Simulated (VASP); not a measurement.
# MnO (zincblende type) (F-43m) in VASP: further runs, part 2 of 2

VASP 6.6.1. Earlier steps stand in the parts before.

## 4. Single point, PBE, collinear spin, ferromagnetic start (14.52 Å³/atom)

This run uses another cell than the first one, of 14.52 Å³/atom.

Contents of INCAR:

```
ALGO = Normal
EDIFF = 1E-6
ENCUT = 520
GGA = PE
ISIF = 2
ISMEAR = -1
ISPIN = 2
LASPH = T
LCHARG = T
LELF = T
LMAXMIX = 4
LORBIT = 11
LREAL = F
LVHAR = T
LWAVE = F
MAGMOM = 4 0
NBANDS = 20
NELM = 150
PREC = Accurate
SIGMA = 0.05
```

Contents of KPOINTS:

```
k-points
0
Gamma
  14 14 14
```

Contents of POSCAR:

```
MnO
1.0
    0.0000000000      2.4395078206      2.4395078206
    2.4395078206      0.0000000000      2.4395078206
    2.4395078206      2.4395078206      0.0000000000
Mn O
1 1
Direct
    0.0000000000      0.0000000000      0.0000000000
    0.2500000000      0.2500000000      0.2500000000
```

Command:

```bash
cat potpaw_PBE.64/Mn_pv/POTCAR potpaw_PBE.64/O/POTCAR > POTCAR
mpirun -np 1 vasp_std > vasp.out
```

It took 7.3 min on 1 thread of Intel Xeon 8259CL, shared host; peak memory 0.24 GiB.

The run converged. Its results:

```yaml
Free_energy: -16.3959 eV
Pressure: -4.9 GPa
Band_gap_on_the_k_mesh: zero (filled and empty bands overlap)
Net_moment: 5.00 μB per cell
Site_moments: Mn +4.44; O +0.18 μB
Valence_electrons_inside_the_program's_atomic_spheres: Mn 11.33; O 4.97
```

Levels at points of the mesh, in eV from the Fermi level:
Spin up:
```tsv
k point	band 8	band 9	band 10	band 11	band 12	band 13	band 14	band 15	band 16	band 17
(0.00, 0.00, 0.00)	-2.69	-2.69	-1.37	-0.02	-0.02	-0.02	11.73	11.73	11.73	16.66
(0.50, 0.00, 0.00)	-2.53	-2.53	-2.45	-0.79	-0.79	3.77	5.07	11.24	11.24	14.14
(0.50, 0.50, 0.00)	-3.11	-2.41	-2.02	-1.74	-1.74	3.68	7.46	9.20	11.31	11.31
```
Spin down:
```
           k point  band 5  band 6  band 7  band 8  band 9  band 10
(0.00, 0.00, 0.00)   -4.30   -4.30   -4.30    0.01    1.64     1.64
(0.50, 0.00, 0.00)   -5.58   -4.14   -4.14    1.48    1.78     1.78
(0.50, 0.50, 0.00)   -5.58   -4.06   -4.06    0.43    1.70     2.08
```

Caveat: the cell stands under tension; a cell with one magnetic atom can't hold antiferromagnetic order, which such compounds often take; semilocal functionals often make such compounds metallic where correlation or magnetic order opens a gap, which also shifts bond lengths. With open d or f shells a metallic result of PBE can be an artefact of self-interaction; +U or a hybrid may open a gap.

## 5. Relaxation of cell and atoms, PBE, collinear spin, ferromagnetic start

This run uses another cell than the first one, of 11.12 Å³/atom.

Contents of INCAR:

```
SYSTEM = MnO
ALGO     = Normal         ! electronic algorithm
EDIFF    = 1E-6           ! SCF threshold, eV
EDIFFG   = -0.005         ! ionic threshold
ENCUT    = 600            ! plane-wave cutoff, eV
GGA      = PE             ! functional
IBRION   = 2              ! ionic algorithm
ISIF     = 3              ! what is computed and relaxed
ISMEAR   = -1             ! smearing method
ISPIN    = 2              ! spin polarisation
LASPH    = .True.         ! aspherical terms in the spheres
LCHARG   = .False.        ! write CHGCAR
LMAXMIX  = 4              ! l up to which the mixer works
LORBIT   = 11             ! projections on sites
LREAL    = .False.        ! projectors in reciprocal space
LWAVE    = .False.        ! write WAVECAR
MAGMOM   = 4 0            ! initial moments
NELM     = 150            ! most SCF steps
NSW      = 100            ! ionic steps
PREC     = Accurate       ! precision mode
SIGMA    = 0.05           ! smearing width, eV
```

Contents of KPOINTS:

```
k-points
0
Gamma
  14 14 14
  0 0 0
```

Contents of POSCAR:

```
MnO
1.0
    0.0000000000      2.2322827293      2.2322827293
    2.2322827293      0.0000000000      2.2322827293
    2.2322827293      2.2322827293      0.0000000000
Mn O
1 1
Direct
    0.0000000000      0.0000000000      0.0000000000
    0.2500000000      0.2500000000      0.2500000000
```

Potentials or basis: VASP PAW PBE potentials, release 64 (Mn_pv, O).

Command:

```bash
cat potpaw_PBE.64/Mn_pv/POTCAR potpaw_PBE.64/O/POTCAR > POTCAR
mpirun -np 1 vasp_std > vasp.out
```

OUTCAR:

```text
SYSTEM = MnO
   EDIFF = 1E-6
   EDIFFG = -0.005
   ENCUT = 600
   GGA = PE
   IBRION = 2
   ISIF = 3
   ISMEAR = -1
   ISPIN = 2
   LASPH = .True.
   LORBIT = 11
   LREAL = .False.
   NELM = 150
   NSW = 100
   PREC = Accurate

 ion  position               nearest neighbor table
   1  0.000  0.000  0.000-   2 1.93   2 1.93   2 1.93   2 1.93
   2  0.250  0.250  0.250-   1 1.93   1 1.93   1 1.93   1 1.93

  LATTYP: Found a face centered cubic cell.
 ALAT       =     4.4645654586

  Lattice vectors:

 A1 = (   0.0000000000,   2.2322827293,   2.2322827293)
 A2 = (   2.2322827293,   0.0000000000,   2.2322827293)
 A3 = (   2.2322827293,   2.2322827293,   0.0000000000)

Analysis of symmetry for initial positions (statically):
=====================================================================
 Subroutine PRICEL returns:
 Original cell was already a primitive cell.

 Routine SETGRP: Setting up the symmetry group for a
 face centered cubic supercell.

 Subroutine GETGRP returns: Found 24 space group operations
 (whereof 24 operations were pure point group operations)
 out of a pool of 48 trial point group operations.

The static configuration has the point symmetry T_d .

Analysis of symmetry for dynamics (positions and initial velocities):
=====================================================================
 Subroutine PRICEL returns:
 Original cell was already a primitive cell.

 Routine SETGRP: Setting up the symmetry group for a
 face centered cubic supercell.

 Subroutine GETGRP returns: Found 24 space group operations
 (whereof 24 operations were pure point group operations)
 out of a pool of 48 trial point group operations.

The dynamic configuration has the point symmetry T_d .

Analysis of structural, dynamic, and magnetic symmetry:
=====================================================================
 Subroutine PRICEL returns:
 Original cell was already a primitive cell.

 Routine SETGRP: Setting up the symmetry group for a
 face centered cubic supercell.

 Subroutine GETGRP returns: Found 24 space group operations
 (whereof 24 operations were pure point group operations)
[... 154 lines left out ...]

  FORCE on cell =-STRESS in cart. coord.  units (eV):
  Direction    XX          YY          ZZ          XY          YZ          ZX
  --------------------------------------------------------------------------------------
  -------------------------------------------------------------------------------------
  Total        3.0545561      3.0545561      3.0545561      0.0000000      0.0000000     -0.0000000
  in kB      219.9789324    219.9789324    219.9789324      0.0000000      0.0000000     -0.0000000
  external PRESSURE =     219.9789324 kB  Pullay stress =       0.0000000 kB
[... 95 lines left out ...]
--------------------------------------- Ionic step        4  -------------------------------------------

 number of electron      19.0000006 magnetization       4.9975799

 Free energy of the ion-electron system (eV)
  ---------------------------------------------------
  ext. energy  EPLUGINS =         0.00000000
  ---------------------------------------------------
  free energy    TOTEN  =       -16.40958337 eV

  energy without entropy =      -16.40762553  energy(sigma->0) =      -16.40860445

 E-fermi :   5.3061     XC(G=0): -10.3613

 val. band max:        5.2819376839   @ k =   0.0714   0.0000   0.0000
 cond. band min:       5.3095851082   @ k =   0.0000   0.0000   0.0000
 fundamental gap:      0.0276474243
 Fermi energy:         5.3060892335

 spin component 1

 k-point     1 :       0.0000    0.0000    0.0000
  band No.  band energies     occupation
      1     -45.1951      1.00000
      2     -45.1951      1.00000
      3     -45.1951      1.00000
      4     -14.2659      1.00000
      5      -0.6482      1.00000
      6      -0.6482      1.00000
      7      -0.6482      1.00000
      8       2.5150      1.00000
      9       2.5150      1.00000
     10       3.8472      1.00000
     11       5.3096      0.48253
     12       5.3096      0.48252
     13       5.3096      0.48252
     14      17.2635      0.00000
[... 403 lines left out ...]
      4     -14.0073      1.00000
      5      -1.2986      1.00000
      6      -0.4307      1.00000
      7      -0.3923      1.00000
      8       2.2991      1.00000
      9       2.6254      1.00000
     10       4.0228      1.00000
     11       4.6946      1.00000
     12       4.7773      0.99997
     13       6.6106      0.00000
     14      14.1160      0.00000
     15      16.2688      0.00000

 [... further k-points ...]

 spin component 2

 k-point     1 :       0.0000    0.0000    0.0000
  band No.  band energies     occupation
      1     -40.4467      1.00000
      2     -40.4467      1.00000
      3     -40.4467      1.00000
      4     -13.8318      1.00000
      5       0.6680      1.00000
      6       0.6680      1.00000
      7       0.6680      1.00000
      8       5.2703      0.67147
      9       6.8332      0.00000
     10       6.8332      0.00000
     11       8.6763      0.00000
     12       8.6763      0.00000
     13       8.6763      0.00000
     14      18.7003      0.00000
[... 444 lines left out ...]
  FREE ENERGIE OF THE ION-ELECTRON SYSTEM (eV)
  ---------------------------------------------------
  free  energy   TOTEN  =       -16.4095833723 eV

  energy  without entropy=      -16.4076255276  energy(sigma->0) =      -16.40860445

 reached required accuracy - stopping structural energy minimisation

 total charge

# of ion       s       p       d       tot
------------------------------------------
    1        0.231   6.210   4.933  11.374
    2        1.554   3.439   0.000   4.994
--------------------------------------------------
tot          1.785   9.649   4.933  16.367

 magnetization (x)

# of ion       s       p       d       tot
------------------------------------------
    1        0.037   0.058   4.332   4.426
    2        0.019   0.173   0.000   0.192
--------------------------------------------------
tot          0.056   0.230   4.332   4.617
```

OSZICAR:

```text
N       E                     dE             d eps       ncg     rms          rms(c)
DAV:   1     0.177109062113E+03    0.17711E+03   -0.12152E+04  6240   0.164E+03
DAV:   2    -0.102013511053E+02   -0.18731E+03   -0.17886E+03  6695   0.415E+02
DAV:   3    -0.187327504612E+02   -0.85314E+01   -0.84694E+01  7087   0.981E+01
[... 38 lines left out ...]
DAV:   1    -0.164146388992E+02   -0.51644E-02   -0.88349E-02  6240   0.425E+00    0.687E-01
DAV:   2    -0.164093682016E+02    0.52707E-02   -0.15666E-02  6240   0.175E+00    0.620E-01
DAV:   3    -0.164096509241E+02   -0.28272E-03   -0.11074E-03  6345   0.339E-01    0.194E-01
DAV:   4    -0.164096099138E+02    0.41010E-04   -0.41600E-05  6254   0.700E-02    0.927E-02
DAV:   5    -0.164095832170E+02    0.26697E-04   -0.33807E-05  6765   0.622E-02    0.237E-02
DAV:   6    -0.164095833723E+02   -0.15530E-06   -0.80774E-06  6842   0.292E-02
   4 F= -.16409583E+02 E0= -.16408604E+02  d E =-.351830E+00  mag=     4.9976
```

Run time: 5.9 min. Hardware: 1 thread of Intel Xeon 8259CL, shared host; peak memory 0.23 GiB.

What came out:

* Free energy: -16.4096 eV
* Relaxed volume: 13.86 Å³/atom
* Relaxed cell: a = 3.397 Å, b = 3.397 Å, c = 3.397 Å, α = 60.00°, β = 60.00°, γ = 60.00°
* Space group after relaxing (to 0.1 Å): F-43m (No. 216)
* Energy gained by relaxing: 175.9 meV/atom
* Ionic steps: 4
* Pressure after relaxing: 0.1 GPa
* Band gap on the k mesh: zero (filled and empty bands overlap)
* Net moment: 5.00 μB per cell
* Site moments: Mn +4.43; O +0.19 μB
* Valence electrons inside the program's atomic spheres: Mn 11.37; O 4.99

The path:
| step | energy change (eV) | largest force (eV/Å) | pressure (GPa) | volume (Å³) |
| --- | --- | --- | --- | --- |
| 1 | 0.0000 | 0.0000 | 22.00 | 22.25 |
| 2 | -0.3513 | 0.0000 | 0.86 | 27.54 |
| 3 | -0.3517 | 0.0000 | -0.32 | 27.83 |
| 4 | -0.3518 | 0.0000 | 0.06 | 27.71 |

Final structure:
```
CELL_PARAMETERS angstrom
0.00000 2.40189 2.40189
2.40189 0.00000 2.40189
2.40189 2.40189 0.00000
ATOMIC_POSITIONS crystal
Mn 0.00000 0.00000 0.00000
O 0.25000 0.25000 0.25000
```

Levels at points of the mesh, in eV from the Fermi level:
Spin up:
| k point | band 8 | band 9 | band 10 | band 11 | band 12 | band 13 | band 14 | band 15 |
| --- | --- | --- | --- | --- | --- | --- | --- | --- |
| (0.00, 0.00, 0.00) | -2.79 | -2.79 | -1.46 | 0.00 | 0.00 | 0.00 | 11.96 | 11.96 |
| (0.50, 0.00, 0.00) | -2.62 | -2.62 | -2.53 | -0.82 | -0.82 | 3.84 | 5.12 | 11.44 |
| (0.50, 0.50, 0.00) | -3.28 | -2.48 | -2.09 | -1.80 | -1.80 | 3.70 | 7.71 | 9.33 |
Spin down:
| k point | band 4 | band 5 | band 6 | band 7 | band 8 | band 9 | band 10 | band 11 |
| --- | --- | --- | --- | --- | --- | --- | --- | --- |
| (0.00, 0.00, 0.00) | -19.14 | -4.64 | -4.64 | -4.64 | -0.04 | 1.53 | 1.53 | 3.37 |
| (0.50, 0.00, 0.00) | -18.71 | -5.95 | -4.46 | -4.46 | 1.36 | 1.68 | 1.68 | 2.70 |
| (0.50, 0.50, 0.00) | -18.58 | -5.97 | -4.36 | -4.36 | 0.23 | 1.60 | 2.00 | 2.28 |

Caveat: the volume moved by over 15 % at a fixed basis, so the end points are rough; a cell with one magnetic atom can't hold antiferromagnetic order, which such compounds often take; semilocal functionals often make such compounds metallic where correlation or magnetic order opens a gap, which also shifts bond lengths.

## 6. The runs side by side

```csv
task,cell,cutoff (eV),gap on the mesh (eV),pressure (GPa),moment (μB)
single point,"a = 3.394 Å, angles 60.0°, 2 atoms",520,none,0.3,5.00
single point,"a = 3.422 Å, angles 60.0°, 2 atoms",520,none,-2.4,5.00
single point,"a = 3.450 Å, angles 60.0°, 2 atoms",520,none,-4.9,5.00
relaxation of cell and atoms,"relaxed from a = 3.157 Å, angles 60.0°, 2 atoms",600,none,0.1,5.00
```

Alike in all rows: level PBE; potentials or basis VASP PAW PBE potentials, release 64 (Mn_pv, O); spin collinear, ferromagnetic start; k mesh 14 × 14 × 14; smearing fermi-dirac 0.05 eV.

Caveats: a cell with one magnetic atom can't hold antiferromagnetic order, which such compounds often take; semilocal functionals often make such compounds metallic where correlation or magnetic order opens a gap, which also shifts bond lengths; the cell stands under tension (at least some runs); the volume moved by over 15 % at a fixed basis, so the end points are rough (at least some runs).

Absolute energies hang on the potentials; compare differences alone.
